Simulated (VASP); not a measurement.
# CuO (Fm-3m) in VASP: further runs, part 2 of 2

VASP 6.6.1.

**3. Single point, PBE (10.13 Å³/atom)**

This run uses another cell than the first one, of 10.13 Å³/atom.

INCAR reads:

```
SYSTEM = CuO
PREC = Accurate ; ENCUT = 520
EDIFF = 1E-7 ; ISMEAR = 0
SIGMA = 0.1 ; LREAL = .False.
LASPH = .True. ; NELM = 100
ALGO = Normal ; ISIF = 2
LWAVE = .False. ; LCHARG = .False.
GGA = PE ; NBANDS = 16
```

KPOINTS reads:

```
Automatic mesh
0
Gamma
  22 22 22
  0 0 0
```

POSCAR reads:

```
CuO
1.0
    0.0000000000      2.1636564276      2.1636564276
    2.1636564276      0.0000000000      2.1636564276
    2.1636564276      2.1636564276      0.0000000000
Cu O
1 1
Direct
    0.0000000000      0.0000000000      0.0000000000
    0.5000000000      0.5000000000      0.5000000000
```

Potentials or basis: VASP PAW PBE potentials, release 64 (Cu, O).

Launch:

```console
> cat potpaw_PBE.64/Cu/POTCAR potpaw_PBE.64/O/POTCAR > POTCAR
> mpirun -np 1 vasp_std > vasp.out
```

OUTCAR:

```text
SYSTEM = CuO
   PREC = Accurate
   ENCUT = 520
   EDIFF = 1E-7
   ISMEAR = 0
   LREAL = .False.
   LASPH = .True.
   NELM = 100
   ISIF = 2
   GGA = PE

 ion  position               nearest neighbor table
   1  0.000  0.000  0.000-   2 2.16   2 2.16   2 2.16   2 2.16   2 2.16   2 2.16
   2  0.500  0.500  0.500-   1 2.16   1 2.16   1 2.16   1 2.16   1 2.16   1 2.16

  LATTYP: Found a face centered cubic cell.
 ALAT       =     4.3273128552

  Lattice vectors:

 A1 = (   0.0000000000,   2.1636564276,   2.1636564276)
 A2 = (   2.1636564276,   0.0000000000,   2.1636564276)
 A3 = (   2.1636564276,   2.1636564276,   0.0000000000)

Analysis of symmetry for initial positions (statically):
=====================================================================
 Subroutine PRICEL returns:
 Original cell was already a primitive cell.

 Routine SETGRP: Setting up the symmetry group for a
 face centered cubic supercell.

 Subroutine GETGRP returns: Found 48 space group operations
 (whereof 48 operations were pure point group operations)
 out of a pool of 48 trial point group operations.

The static configuration has the point symmetry O_h .

Analysis of symmetry for dynamics (positions and initial velocities):
=====================================================================
 Subroutine PRICEL returns:
 Original cell was already a primitive cell.

 Routine SETGRP: Setting up the symmetry group for a
 face centered cubic supercell.

 Subroutine GETGRP returns: Found 48 space group operations
 (whereof 48 operations were pure point group operations)
 out of a pool of 48 trial point group operations.

The dynamic configuration has the point symmetry O_h .

 Subroutine INISYM returns: Found 48 space group operations
 (whereof 48 operations are pure point group operations),
 and found     1 'primitive' translations

----------------------------------------------------------------------------------------

                                     Primitive cell

  volume of cell :      20.2579

[... 109 lines left out ...]
  volume/ion in A,a.u.               =      10.13        68.35
  Fermi-wavevector in a.u.,A,eV,Ry     =   1.544162  2.918043 32.442222  2.384436
  Thomas-Fermi vector in A             =   2.649722
   LORBIT       =      0    0 simple, 1 ext, 2 COOP (PROOUT), +10 PAW based schemes
   GGA     = PE    functional components
   LHFCALC =     F    Hartree Fock is set to
   AEXX    =    0.0000 exact exchange contribution
   IVDW    =     0    specifies the selected vdW correction
   LEPSILON=     F    determine dielectric tensor
   LRPA    =     F    only Hartree local field effects (RPA)
 non-spin polarized calculation
 Gauss-broadening in eV      SIGMA  =   0.10
  energy-cutoff  :      520.00
  volume of cell :       20.26
 maximum number of plane-waves:       556
   NGX = 11   NGY = 11   NGZ = 11

 number of electron      17.0000002 magnetization

 Free energy of the ion-electron system (eV)
  ---------------------------------------------------
  ext. energy  EPLUGINS =         0.00000000
  ---------------------------------------------------
  free energy    TOTEN  =        -9.50717527 eV

  energy without entropy =       -9.49986262  energy(sigma->0) =       -9.50351895

 E-fermi :   5.3170     XC(G=0): -12.0435

 val. band max:        5.3158574886   @ k =  -0.4545   0.2273   0.0000
 cond. band min:       5.3233362693   @ k =  -0.2273   0.3636   0.1364
 fundamental gap:      0.0074787807
 Fermi energy:         5.3170127985

 k-point     1 :       0.0000    0.0000    0.0000
  band No.  band energies     occupation
      1     -13.6531      2.00000
      2       3.0699      2.00000
      3       3.0699      2.00000
      4       3.0699      2.00000
      5       3.2120      2.00000
      6       3.2120      2.00000
[... 433 lines left out ...]
      3       0.8364      2.00000
      4       0.8366      2.00000
      5       3.6011      2.00000
      6       3.6075      2.00000
[... 8 lines left out ...]
     15      29.2907      0.00000
     16      29.3922      0.00000

 [... further k-points ...]

------------------------ aborting loop because EDIFF is reached ----------------------------------------

  FORCE on cell =-STRESS in cart. coord.  units (eV):
  Direction    XX          YY          ZZ          XY          YZ          ZX
  --------------------------------------------------------------------------------------
  -------------------------------------------------------------------------------------
  Total       -1.1201257     -1.1201257     -1.1201257      0.0000000      0.0000000      0.0000000
  in kB      -88.5895427    -88.5895427    -88.5895427      0.0000000      0.0000000      0.0000000
  external PRESSURE =     -88.5895427 kB  Pullay stress =       0.0000000 kB

 VOLUME and BASIS-vectors are now :
 -----------------------------------------------------------------------------
  energy-cutoff  :      520.00
  volume of cell :       20.26
      direct lattice vectors                 reciprocal lattice vectors
     0.000000000  2.163656428  2.163656428    -0.231090294  0.231090294  0.231090294
     2.163656428  0.000000000  2.163656428     0.231090294 -0.231090294  0.231090294
     2.163656428  2.163656428  0.000000000     0.231090294  0.231090294 -0.231090294

 POSITION                                       TOTAL-FORCE (eV/Angst)
 -----------------------------------------------------------------------------------
      0.00000      0.00000      0.00000         0.000000      0.000000      0.000000
      2.16366      2.16366      2.16366         0.000000      0.000000      0.000000
 -----------------------------------------------------------------------------------
    total drift:                                0.000000     -0.000000     -0.000000

  FREE ENERGIE OF THE ION-ELECTRON SYSTEM (eV)
  ---------------------------------------------------
  free  energy   TOTEN  =        -9.5071752692 eV

  energy  without entropy=       -9.4998626216  energy(sigma->0) =       -9.50351895
```

OSZICAR:

```text
N       E                     dE             d eps       ncg     rms          rms(c)
DAV:   1     0.860300360509E+02    0.86030E+02   -0.83568E+03 11712   0.161E+03
DAV:   2    -0.750954032671E+01   -0.93540E+02   -0.83317E+02 11232   0.278E+02
DAV:   3    -0.122427522564E+02   -0.47332E+01   -0.45200E+01 13040   0.631E+01
DAV:   4    -0.122915895119E+02   -0.48837E-01   -0.48816E-01 12168   0.620E+00
DAV:   5    -0.122923225391E+02   -0.73303E-03   -0.73302E-03 14088   0.788E-01    0.111E+01
DAV:   6    -0.112469133192E+02    0.10454E+01   -0.13729E+01 12944   0.102E+02    0.977E+00
DAV:   7    -0.953664076662E+01    0.17103E+01   -0.42464E+00 13480   0.816E+01    0.162E+00
DAV:   8    -0.952458178860E+01    0.12059E-01   -0.27140E-01 15216   0.595E+00    0.929E-01
DAV:   9    -0.950794412125E+01    0.16638E-01   -0.18087E-02 17088   0.420E+00    0.275E-01
DAV:  10    -0.950711624029E+01    0.82788E-03   -0.41752E-03 16096   0.187E+00    0.804E-02
DAV:  11    -0.950718980040E+01   -0.73560E-04   -0.78867E-04 15952   0.468E-01    0.408E-02
DAV:  12    -0.950718064595E+01    0.91545E-05   -0.12124E-04 15680   0.141E-01    0.174E-02
DAV:  13    -0.950717529424E+01    0.53517E-05   -0.14820E-05 13760   0.119E-01    0.225E-03
DAV:  14    -0.950717526922E+01    0.25019E-07   -0.55449E-07 15464   0.121E-02
   1 F= -.95071753E+01 E0= -.95035189E+01  d E =-.731265E-02
```

stdout:

```text
POSCAR found type information on POSCAR CuO
 POSCAR found :  2 types and       2 ions
 scaLAPACK will be used
 LDA part: xc-table for (Slater+PW92), standard interpolation
 POSCAR, INCAR and KPOINTS ok, starting setup
 FFT: planning ... GRIDC
 FFT: planning ... GRID_SOFT
 FFT: planning ... GRID
 WAVECAR not read
 entering main loop
```

It took 1.8 min on 1 thread of Intel Xeon 8259CL, shared host; peak memory 0.22 GiB.

Results:

```
Free energy            : -9.5072 eV
Pressure               : -8.9 GPa
Band gap on the k mesh : zero (an odd number of electrons rules out a gap without spin polarisation)
```

Caveat: the cell stands under tension; an odd number of electrons without spin polarisation forces a metal; a magnetic or distorted state may lie lower; semilocal functionals often make such compounds metallic where correlation or magnetic order opens a gap, which also shifts bond lengths.

**4. Single point, PBE (10.51 Å³/atom)**

This run uses another cell than the first one, of 10.51 Å³/atom.

INCAR reads:

```
PREC     = Accurate       # precision mode
ENCUT    = 520            # plane-wave cutoff, eV
EDIFF    = 1E-7           # SCF threshold, eV
ISMEAR   = 0              # smearing method
SIGMA    = 0.1            # smearing width, eV
LREAL    = False          # projectors in reciprocal space
LASPH    = True           # aspherical terms in the spheres
NELM     = 80             # most SCF steps
ALGO     = Normal         # electronic algorithm
ISIF     = 2              # what is computed and relaxed
LWAVE    = False          # write WAVECAR
LCHARG   = True           # write CHGCAR
GGA      = PE             # functional
LELF     = True           # ELF
LVHAR    = True         
NBANDS   = 16             # bands
```

KPOINTS reads:

```
Automatic mesh
0
Gamma
  22 22 22
```

POSCAR reads:

```
CuO
1.0
    0.0000000000      2.1905368958      2.1905368958
    2.1905368958      0.0000000000      2.1905368958
    2.1905368958      2.1905368958      0.0000000000
Cu O
1 1
Direct
    0.0000000000      0.0000000000      0.0000000000
    0.5000000000      0.5000000000      0.5000000000
```

Launch:

```console
> cat potpaw_PBE.64/Cu/POTCAR potpaw_PBE.64/O/POTCAR > POTCAR
> mpirun -np 1 vasp_std > vasp.out
```

Run time: 2 min. Hardware: 1 thread of Intel Xeon 8259CL, shared host; peak memory 0.23 GiB.

The run converged. Its results:

```yaml
Free_energy: -9.4549 eV
Pressure: -13.4 GPa
Band_gap_on_the_k_mesh: zero (an odd number of electrons rules out a gap without spin polarisation)
```

Levels at points of the mesh, in eV from the Fermi level:
```
           k point  band 6  band 7  band 8  band 9  band 10  band 11  band 12  band 13
(0.00, 0.00, 0.00)   -1.97   -1.97   -1.93   -1.93     1.03    17.89    18.07    18.07
(0.50, 0.00, 0.00)   -1.63   -1.26    0.65    0.65     5.63     8.76    13.25    13.25
(0.50, 0.50, 0.00)   -1.69   -1.48   -1.48   -1.40     5.19    10.03    11.84    15.18
```

Caveat: the cell stands under tension; an odd number of electrons without spin polarisation forces a metal; a magnetic or distorted state may lie lower; semilocal functionals often make such compounds metallic where correlation or magnetic order opens a gap, which also shifts bond lengths. With open d or f shells a metallic result of PBE can be an artefact of self-interaction; +U or a hybrid may open a gap.

**5. Overview**

| cell | gap on the mesh (eV) | pressure (GPa) |
| --- | --- | --- |
| a = 3.031 Å, angles 60.0°, 2 atoms | none | -4.7 |
| a = 3.060 Å, angles 60.0°, 2 atoms | none | -8.9 |
| a = 3.098 Å, angles 60.0°, 2 atoms | none | -13.4 |

Alike in all rows: task single point; level PBE; potentials or basis VASP PAW PBE potentials, release 64 (Cu, O); no spin polarisation; k mesh 22 × 22 × 22; cutoff (eV) 520; smearing gaussian 0.1 eV.

Caveats: the cell stands under tension; an odd number of electrons without spin polarisation forces a metal; a magnetic or distorted state may lie lower; semilocal functionals often make such compounds metallic where correlation or magnetic order opens a gap, which also shifts bond lengths.

Total energies depend on the potentials used, so only differences within one code and one set of settings carry meaning.
